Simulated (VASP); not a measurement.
# Cd48S49 (a cell with a defect) in VASP: single point with PBEsol

Aim: the single point of Cd48S49 (a cell with a defect) with PBEsol.

Everything below comes from runs of VASP 6.6.1. Logs are shortened: lines on timing, memory, paths and dates and some standing lists are left out, and cuts for length are marked.

## 1. The cell of the first run

The cell holds a defect, 97 atoms: a = 12.371 Å, b = 14.284 Å, c = 13.421 Å, α = 90.00°, β = 90.00°, γ = 90.00°.

## 2. Single point, PBEsol

The input, INCAR:

```
  ALGO = Normal
  EDIFF = 1E-6
  ENCUT = 400
  GGA = PS
  GGA_COMPAT = F
  ISIF = 2
  ISMEAR = -1
  ISYM = -1
  KPAR = 1
  LASPH = T
  LCHARG = T
  LELF = T
  LREAL = Auto
  LVHAR = T
  LWAVE = F
  NBANDS = 489
  NELM = 120
  PREC = Accurate
  SIGMA = 0.05
```

The input, KPOINTS:

```
explicit points
1
Reciprocal
  0.25000000   0.25000000   0.25000000 1
```

The input, POSCAR:

```
Cd48S49
1.0
   12.3705040000      0.0000000000      0.0000000000
    0.0000000000     14.2842280000      0.0000000000
    0.0000000000      0.0000000000     13.4212560000
Cd S
48 49
Direct
    0.1697740000      0.0834470000      0.2500470000
    0.1667530000      0.0825690000      0.7529970000
    0.0028400000      0.3333210000      0.2508930000
    0.0018670000      0.3332370000      0.7513440000
    0.5004870000      0.0822990000      0.2514820000
    0.5007550000      0.0816800000      0.7518300000
    0.3371740000      0.3360230000      0.2550370000
    0.3323910000      0.3312130000      0.7518130000
    0.1719730000      0.5827580000      0.2514370000
    0.1632260000      0.5816620000      0.7517410000
    0.0024030000      0.8338820000      0.2494270000
    0.0001620000      0.8335230000      0.7523030000
    0.8359340000      0.0849580000      0.2499540000
    0.8342240000      0.0835410000      0.7514150000
    0.6684200000      0.3335720000      0.2497590000
    0.6700140000      0.3303490000      0.7534520000
    0.5135470000      0.5898360000      0.2176210000
    0.4986450000      0.5814090000      0.7484640000
    0.3362130000      0.8284420000      0.2531600000
    0.3331870000      0.8363400000      0.7515210000
    0.8374760000      0.5840420000      0.2484080000
    0.8352000000      0.5811780000      0.7486050000
    0.6708210000      0.8343600000      0.2497410000
    0.6669720000      0.8358680000      0.7471400000
    0.0016330000      0.1678360000      0.5023820000
    0.0016580000      0.1668880000      0.0009270000
    0.3303510000      0.1582700000      0.5028810000
    0.3348990000      0.1663890000      0.0026340000
    0.1660220000      0.4164700000      0.4999440000
    0.1686120000      0.4160530000      0.0026170000
    0.9878140000      0.6688360000      0.5009640000
    0.0008980000      0.6669050000      0.0018130000
    0.6646460000      0.1634260000      0.5007810000
    0.6675930000      0.1654400000      0.0022150000
    0.4995010000      0.3993630000      0.5087040000
    0.5017110000      0.4158440000      0.9985940000
    0.3046470000      0.6675570000      0.5119780000
    0.3323530000      0.6676040000      0.9941220000
    0.1645780000      0.9153120000      0.5010760000
    0.1677230000      0.9165510000      0.0033280000
    0.8332090000      0.4136740000      0.5008990000
    0.8355980000      0.4158780000      0.0017250000
    0.6802290000      0.6748560000      0.5067080000
    0.6724640000      0.6695270000      0.9861230000
    0.4992110000      0.9107990000      0.4975290000
    0.5010800000      0.9164220000      0.0030480000
    0.8380810000      0.9236620000      0.5004670000
    0.8351570000      0.9174180000      0.0004320000
    0.0030620000      0.1671070000      0.1887240000
    0.0011720000      0.1665730000      0.6902140000
    0.3360060000      0.1686510000      0.1904080000
    0.3337310000      0.1645790000      0.6907290000
    0.1698780000      0.4161590000      0.1902850000
    0.1679690000      0.4161910000      0.6884150000
    0.0049390000      0.6670730000      0.1889460000
    0.9992250000      0.6677350000      0.6883820000
    0.6672720000      0.1662520000      0.1900690000
    0.6668720000      0.1650270000      0.6889960000
    0.5030770000      0.4177440000      0.1873210000
    0.5021270000      0.4130470000      0.6942820000
    0.3339500000      0.6660340000      0.1816820000
    0.3308790000      0.6677410000      0.6956510000
    0.1710300000      0.9160570000      0.1908590000
    0.1657430000      0.9168530000      0.6892580000
    0.8357730000      0.4164390000      0.1895170000
    0.8342800000      0.4146620000      0.6885350000
    0.6838110000      0.6740330000      0.1726890000
    0.6670410000      0.6663280000      0.6909770000
    0.5012280000      0.9151020000      0.1908720000
    0.4994710000      0.9163320000      0.6861660000
    0.8370340000      0.9189420000      0.1879940000
    0.8352480000      0.9175450000      0.6882790000
    0.1633150000      0.0803650000      0.4381700000
    0.1682140000      0.0829760000      0.9407660000
    0.9995990000      0.3326290000      0.4386150000
    0.0022140000      0.3333130000      0.9393070000
    0.4986370000      0.0795140000      0.4395630000
    0.5009880000      0.0828290000      0.9399180000
    0.3273230000      0.3238800000      0.4418610000
    0.3343380000      0.3326660000      0.9396330000
    0.1469620000      0.5814750000      0.4375050000
    0.1658010000      0.5818360000      0.9388000000
    0.9982190000      0.8336370000      0.4377490000
    0.0015410000      0.8333680000      0.9398880000
    0.8346950000      0.0880760000      0.4378560000
    0.8348200000      0.0841860000      0.9392240000
    0.6668670000      0.3303030000      0.4384220000
    0.6692660000      0.3321670000      0.9407340000
    0.4184000000      0.5410010000      0.4304120000
    0.5018760000      0.5835520000      0.9373940000
    0.3288710000      0.8295440000      0.4414410000
    0.3344240000      0.8353850000      0.9388250000
    0.8296610000      0.5789890000      0.4363070000
    0.8381550000      0.5808880000      0.9355950000
    0.6736420000      0.8407190000      0.4376010000
    0.6678720000      0.8378490000      0.9346600000
    0.5228810000      0.6514500000      0.3948730000
```

Potentials or basis: VASP PAW PBE potentials, release 64 (Cd, S).

Launch:

```console
$ cat potpaw_PBE.64/Cd/POTCAR potpaw_PBE.64/S/POTCAR > POTCAR
$ mpirun -np 4 vasp_std > vasp.out
```

OUTCAR:

```text
EDIFF = 1E-6
   ENCUT = 400
   GGA = PS
   ISIF = 2
   ISMEAR = -1
   ISYM = -1
   LASPH = T
   LREAL = Auto
   NELM = 120
   PREC = Accurate

 ion  position               nearest neighbor table
   1  0.170  0.083  0.250-  63 2.52  51 2.52  49 2.52  73 2.53
   2  0.167  0.083  0.753-  64 2.52  52 2.52  50 2.52  74 2.52
   3  0.003  0.333  0.251-  53 2.52  49 2.52  75 2.52  65 2.52
   4  0.002  0.333  0.751-  54 2.52  50 2.52  66 2.52  76 2.52
   5  0.500  0.082  0.251-  51 2.52  69 2.52  77 2.52  57 2.52
   6  0.501  0.082  0.752-  52 2.52  58 2.52  70 2.52  78 2.52
[... 8 lines left out ...]
  15  0.668  0.334  0.250-  59 2.52  65 2.52  57 2.52  87 2.53
  16  0.670  0.330  0.753-  88 2.51  58 2.52  66 2.52  60 2.52
  17  0.514  0.590  0.218-  59 2.49  67 2.50  61 2.52  97 2.54  89 3.17
  18  0.499  0.581  0.748-  60 2.51  62 2.52  68 2.53  90 2.54
  19  0.336  0.828  0.253-  61 2.51  91 2.53  69 2.53  63 2.54
  20  0.333  0.836  0.752-  70 2.51  64 2.51  92 2.51  62 2.52
  21  0.837  0.584  0.248-  67 2.51  55 2.52  65 2.52  93 2.52
  22  0.835  0.581  0.749-  56 2.51  94 2.51  66 2.51  68 2.53
  23  0.671  0.834  0.250-  67 2.52  69 2.52  95 2.52  71 2.52
[... 11 lines left out ...]
  35  0.500  0.399  0.509-  87 2.48  89 2.49  60 2.50  79 2.55
  36  0.502  0.416  0.999-  80 2.51  88 2.52  90 2.53  59 2.53
  37  0.305  0.668  0.512-  62 2.49  81 2.51  91 2.52  89 2.54  97 3.13
  38  0.332  0.668  0.994-  92 2.51  82 2.51  61 2.52  90 2.53
  39  0.165  0.915  0.501-  73 2.50  91 2.50  83 2.51  64 2.53
  40  0.168  0.917  0.003-  63 2.52  92 2.52  74 2.52  84 2.52
  41  0.833  0.414  0.501-  75 2.51  93 2.52  66 2.52  87 2.52
  42  0.836  0.416  0.002-  88 2.52  76 2.52  94 2.52  65 2.52
  43  0.680  0.675  0.507-  97 2.48  68 2.48  93 2.49  95 2.55
[... 52 lines left out ...]
  96  0.668  0.838  0.935-  44 2.50  24 2.52  48 2.52  46 2.52
  97  0.523  0.651  0.395-  89 2.09  43 2.48  17 2.54  37 3.13

IMPORTANT INFORMATION: All symmetrisations will be switched off!
NOSYMM: (Re-)initialisation of all symmetry stuff for point group C_1.

----------------------------------------------------------------------------------------

                                     Primitive cell

  volume of cell :    2371.5775

  direct lattice vectors                    reciprocal lattice vectors
    12.370504000  0.000000000  0.000000000     0.080837450  0.000000000  0.000000000
     0.000000000 14.284228000  0.000000000     0.000000000  0.070007284  0.000000000
     0.000000000  0.000000000 13.421256000     0.000000000  0.000000000  0.074508675

  length of vectors
    12.370504000 14.284228000 13.421256000     0.080837450  0.070007284  0.074508675

  position of ions in fractional coordinates (direct lattice)
     0.169774000  0.083447000  0.250047000
     0.166753000  0.082569000  0.752997000
     0.002840000  0.333321000  0.250893000
     0.001867000  0.333237000  0.751344000
     0.500487000  0.082299000  0.251482000
     0.500755000  0.081680000  0.751830000
[... 89 lines left out ...]
     0.667872000  0.837849000  0.934660000
     0.522881000  0.651450000  0.394873000

  ion indices of the primitive-cell ions
   primitive index   ion index
                 1           1
                 2           2
                 3           3
                 4           4
                 5           5
                 6           6
[... 89 lines left out ...]
                96          96
                97          97

----------------------------------------------------------------------------------------

 KPOINTS: explicit points

Read explicit list of k-points.

 Found      1 k-points:

 Following reciprocal coordinates:
            Coordinates               Weight
  0.250000  0.250000  0.250000      1.000000
   k-points           NKPTS =      1   k-points in BZ     NKDIM =      1   number of bands    NBANDS=    492
   number of dos      NEDOS =    301   number of ions     NIONS =     97
   total plane-waves  NPLWV = 725760
   dimension x,y,z NGX =    84 NGY =   96 NGZ =   90
   dimension x,y,z NGXF=   168 NGYF=  192 NGZF=  180
   ions per type =              48  49
   NGX,Y,Z   is equivalent  to a cutoff of  11.29, 11.17, 11.15 a.u.
   NGXF,Y,Z  is equivalent  to a cutoff of  22.58, 22.35, 22.30 a.u.
 SYSTEM =  unknown system
   PREC   = accura    normal or accurate (medium, high low for compatibility)
   ISTART =      0    job   : 0-new  1-cont  2-samecut
   ICHARG =      2    charge: 1-file 2-atom 10-const
   ISPIN  =      1    spin polarized calculation?
   LNONCOLLINEAR =      F non collinear calculations
   LSORBIT =      F    spin-orbit coupling
   LASPH  =      T    aspherical Exc in radial PAW
   ENCUT  =  400.0 eV  29.40 Ry    5.42 a.u.  20.17 23.29 21.89*2*pi/ulx,y,z
   NELM   =    120;   NELMIN=  2; NELMDL= -5     # of ELM steps
   EDIFF  = 0.1E-05   stopping-criterion for ELM
   LREAL  =      T    real-space projection
   EDIFFG = 0.1E-04   stopping-criterion for IOM
   NSW    =      0    number of steps for IOM
   IBRION =     -1    ionic relax: 0-MD 1-quasi-New 2-CG
   NFREE  =      0    steps in history (QN), initial steepest desc. (CG)
   ISIF   =      2    stress and relaxation
   ISYM   =     -1    0-nonsym 1-usesym 2-fastsym
   POTIM  = 0.5000    time-step for ionic-motion
   TEBEG  =    0.0;   TEEND  =   0.0 temperature during run
   PSTRESS=    0.0 pullay stress
   NELECT =     870.0000    total number of electrons
   NUPDOWN=      -1.0000    fix difference up-down
   EMIN   =  10.00;   EMAX   =-10.00  energy-range for DOS
   EFERMI =   0.00;   METHOD = LEGACY
   ISMEAR =    -1;   SIGMA  =   0.05  broadening in eV -4-tet -1-fermi 0-gaus
   EFERMI_NEDOS =   21; number of points for ismear=-14 and -15
   IALGO  =     38    algorithm
   IMIX   =      4    mixing-type and parameters
     AMIX     =   0.40;   BMIX     =  1.00
     AMIX_MAG =   1.60;   BMIX_MAG =  1.00
  volume/ion in A,a.u.               =      24.45       164.99
  Fermi-wavevector in a.u.,A,eV,Ry     =   1.171931  2.214629 18.686553  1.373423
  Thomas-Fermi vector in A             =   2.308368
   LORBIT       =      0    0 simple, 1 ext, 2 COOP (PROOUT), +10 PAW based schemes
   GGA     = PS    functional components
   LHFCALC =     F    Hartree Fock is set to
   AEXX    =    0.0000 exact exchange contribution
   IVDW    =     0    specifies the selected vdW correction
   LEPSILON=     F    determine dielectric tensor
   LRPA    =     F    only Hartree local field effects (RPA)
 non-spin polarized calculation
  energy-cutoff  :      400.00
  volume of cell :     2371.58
 maximum number of plane-waves:     43075
 NGX is ok and might be reduce to    80
   NGX = 41   NGY = 47   NGZ = 43

 number of electron     870.0000000 magnetization

 Free energy of the ion-electron system (eV)
  ---------------------------------------------------
  ext. energy  EPLUGINS =         0.00000000
  ---------------------------------------------------
  free energy    TOTEN  =      -330.09599720 eV

  energy without entropy =     -330.09599614  energy(sigma->0) =     -330.09599667

 E-fermi :   2.4542     XC(G=0):  -9.4352

 val. band max:        1.7081635842   @ k =   0.2500   0.2500   0.2500
 cond. band min:       3.2000146916   @ k =   0.2500   0.2500   0.2500
 fundamental gap:      1.4918511074
 Fermi energy:         2.4541987003

 k-point     1 :       0.2500    0.2500    0.2500
  band No.  band energies     occupation
      1     -12.5245      2.00000
      2     -11.0695      2.00000
      3     -10.9742      2.00000
      4     -10.9528      2.00000
      5     -10.9285      2.00000
      6     -10.8675      2.00000
[... 439 lines left out ...]
    446       4.6844      0.00000
    447       4.7020      0.00000
 [bands above 447 left out]

------------------------ aborting loop because EDIFF is reached ----------------------------------------

  FORCE on cell =-STRESS in cart. coord.  units (eV):
  Direction    XX          YY          ZZ          XY          YZ          ZX
  --------------------------------------------------------------------------------------
  -------------------------------------------------------------------------------------
  Total        9.4088022      6.2850320      7.6897643     -0.2653420     -0.6977333     -1.3408032
  in kB        6.3563470      4.2460074      5.1950088     -0.1792583     -0.4713708     -0.9058125
  external PRESSURE =       5.2657877 kB  Pullay stress =       0.0000000 kB

 VOLUME and BASIS-vectors are now :
 -----------------------------------------------------------------------------
  energy-cutoff  :      400.00
  volume of cell :     2371.58
      direct lattice vectors                 reciprocal lattice vectors
    12.370504000  0.000000000  0.000000000     0.080837450  0.000000000  0.000000000
     0.000000000 14.284228000  0.000000000     0.000000000  0.070007284  0.000000000
     0.000000000  0.000000000 13.421256000     0.000000000  0.000000000  0.074508675

 POSITION                                       TOTAL-FORCE (eV/Angst)
 -----------------------------------------------------------------------------------
      2.10019      1.19198      3.35594         0.001998      0.001616     -0.001421
      2.06282      1.17943     10.10617        -0.001144      0.000149      0.002225
      0.03513      4.76123      3.36730         0.000045     -0.000340     -0.003595
      0.02310      4.76003     10.08398         0.000636     -0.000894      0.001876
      6.19128      1.17558      3.37520         0.000772     -0.000566     -0.001954
      6.19459      1.16674     10.09050         0.001059     -0.000499      0.003772
[... 89 lines left out ...]
      8.26191     11.96803     12.54431        -0.001040      0.004884     -0.004029
      6.46830      9.30546      5.29969        -0.076906     -0.055080      0.027995
 -----------------------------------------------------------------------------------
    total drift:                                0.014183      0.001931     -0.009364

  FREE ENERGIE OF THE ION-ELECTRON SYSTEM (eV)
  ---------------------------------------------------
  free  energy   TOTEN  =      -330.0959972022 eV

  energy  without entropy=     -330.0959961425  energy(sigma->0) =     -330.09599667
```

Wall time 15 min (4 MPI ranks of AMD EPYC 7R13 (Zen 3), shared host); peak memory 0.62 GiB.

Results:

- Free energy: -330.0960 eV
- Pressure: 0.5 GPa
- Largest force: 0.099 eV/Å
- Band gap on the k mesh: 1.49 eV

Forces in eV/Å, atoms in the order of the input:
```
Cd   0.002  0.002 -0.001
Cd  -0.001  0.000  0.002
Cd   0.000  0.000 -0.004
Cd   0.001 -0.001  0.002
Cd   0.001 -0.001 -0.002
Cd   0.001  0.000  0.004
Cd   0.002  0.000 -0.006
Cd  -0.001 -0.001  0.002
Cd   0.003  0.001 -0.004
Cd   0.000  0.003 -0.003
Cd  -0.001  0.001  0.000
Cd  -0.001  0.001  0.004
Cd   0.002 -0.003 -0.001
Cd  -0.001  0.000  0.003
Cd   0.001  0.000 -0.002
Cd   0.001 -0.003  0.002
Cd   0.004 -0.011 -0.014
Cd  -0.001  0.001 -0.003
Cd   0.004  0.000  0.000
Cd   0.000  0.001 -0.001
Cd   0.000  0.000  0.005
Cd  -0.001  0.000  0.001
Cd   0.002  0.000  0.001
Cd   0.001 -0.001  0.001
Cd   0.000 -0.001  0.004
Cd  -0.001 -0.001  0.001
Cd   0.002 -0.007  0.007
Cd   0.000 -0.001  0.000
Cd  -0.001  0.002  0.003
Cd  -0.002  0.000  0.001
Cd  -0.009  0.009  0.006
Cd   0.000  0.002  0.001
Cd  -0.002 -0.001  0.002
Cd   0.000 -0.002 -0.001
Cd   0.016 -0.003  0.010
Cd   0.000  0.000  0.004
Cd  -0.006  0.007  0.011
Cd   0.000  0.000  0.000
Cd   0.001 -0.002  0.003
Cd  -0.002 -0.001  0.000
Cd  -0.001  0.001  0.003
Cd  -0.001  0.001  0.001
Cd   0.005 -0.007  0.015
Cd  -0.002  0.002 -0.006
Cd  -0.004 -0.002  0.002
Cd   0.001  0.000  0.002
Cd   0.007  0.001  0.007
Cd   0.000  0.000  0.001
S    0.002  0.001  0.000
S    0.001  0.000 -0.003
S   -0.001  0.006  0.003
S    0.001  0.002 -0.003
S   -0.001  0.000  0.000
S    0.001  0.001 -0.004
S    0.004 -0.001  0.002
S    0.003 -0.001 -0.002
S   -0.002  0.001  0.002
S   -0.001  0.001 -0.004
S   -0.004 -0.011 -0.002
S   -0.001  0.001  0.003
S   -0.003 -0.002 -0.001
S    0.000  0.002  0.008
S    0.004  0.000  0.003
S    0.000  0.001 -0.004
S    0.000 -0.001  0.003
S   -0.001 -0.001 -0.002
S    0.009  0.005 -0.003
S   -0.004 -0.001  0.006
S   -0.003  0.002  0.002
S   -0.001  0.001 -0.005
S    0.000  0.001  0.000
S    0.001 -0.001 -0.003
S   -0.002 -0.001 -0.004
S    0.001 -0.001  0.000
S    0.000  0.001 -0.001
S    0.001  0.002 -0.002
S    0.000 -0.001  0.001
S   -0.001  0.000 -0.002
S    0.001  0.003  0.001
S   -0.001 -0.001 -0.003
S   -0.001 -0.007 -0.003
S   -0.002 -0.003  0.001
S    0.000 -0.002 -0.001
S    0.002  0.000 -0.001
S    0.000  0.004 -0.002
S    0.000  0.002 -0.001
S    0.002  0.000 -0.004
S    0.001  0.000  0.000
S    0.049  0.068 -0.050
S   -0.001  0.000 -0.002
S    0.000  0.007 -0.002
S    0.001  0.003  0.000
S   -0.001 -0.007 -0.006
S    0.003 -0.003 -0.001
S   -0.001 -0.001 -0.004
S   -0.001  0.005 -0.004
S   -0.077 -0.055  0.028
```

Stress tensor (GPa, compression positive):
```
 0.64 -0.02 -0.09
-0.02  0.42 -0.05
-0.09 -0.05  0.52
```

Levels at points of the mesh, in eV from the valence-band top:
| k point | band 432 | band 433 | band 434 | band 435 | band 436 | band 437 | band 438 | band 439 |
| --- | --- | --- | --- | --- | --- | --- | --- | --- |
| (0.25, 0.25, 0.25) | -0.58 | -0.50 | -0.27 | 0.00 | 1.49 | 2.27 | 2.39 | 2.45 |

Caveat: the PAW data sets were made with another functional, which shifts forces and pressure a little.
